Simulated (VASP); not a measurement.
Here is a VASP 6.6.1 calculation.

INCAR

```
SYSTEM = Ge
ALGO     = Normal         ! electronic algorithm
EDIFF    = 1E-7           ! SCF threshold, eV
EDIFFG   = -0.01          ! ionic threshold
ENCUT    = 600            ! plane-wave cutoff, eV
GGA      = PS             ! functional
IBRION   = 2              ! ionic algorithm
ISIF     = 3              ! what is computed and relaxed
ISMEAR   = 1              ! smearing method
LASPH    = .TRUE.         ! aspherical terms in the spheres
LCHARG   = .FALSE.        ! write CHGCAR
LREAL    = .FALSE.        ! projectors in reciprocal space
LWAVE    = .FALSE.        ! write WAVECAR
NELM     = 60             ! most SCF steps
NSW      = 80             ! ionic steps
PREC     = Accurate       ! precision mode
PSTRESS  = 80.0         
SIGMA    = 0.1            ! smearing width, eV
```

KPOINTS

```
k-points
0
G
  12 12 12
  0 0 0
```

File POSCAR:

```
Ge
1.0
   -2.5744897200      2.5744897200      1.3974126400
    2.5744897200     -2.5744897200      1.3974126400
    2.5744897200      2.5744897200     -1.3974126400
Ge
2
Direct
    0.2500000000      0.7500000000      0.5000000000
    0.5000000000      0.5000000000      0.0000000000
```

Potentials or basis: VASP PAW PBE potentials, release 64 (Ge_d).

Run with:

```sh
$ cat potpaw_PBE.64/Ge_d/POTCAR > POTCAR
$ mpirun -np 1 vasp_std > vasp.out
```

Task: Predict the space group after relaxing (to 0.1 Å).

Result: I4_1/amd (No. 141).

Task: What does it give for the band gap on the k mesh?

Result: Zero (bands 14 and 15 overlap by 5.77 eV).

Task: What does it give for the relaxed volume?

Result: 16.89 Å³/atom.

Step by step:
| step | energy change (eV) | largest force (eV/Å) | pressure (GPa) | volume (Å³) |
| --- | --- | --- | --- | --- |
| 1 | 0.0000 | 0.0000 | -0.84 | 37.05 |
| 2 | 0.2064 | 0.0000 | 15.51 | 31.83 |
| 3 | 0.0657 | 0.0000 | 7.95 | 33.79 |

Caveat: the cell is relaxed towards a set pressure, so the run minimises the enthalpy, not the energy; the PAW data sets were made with another functional, which shifts forces and pressure a little.
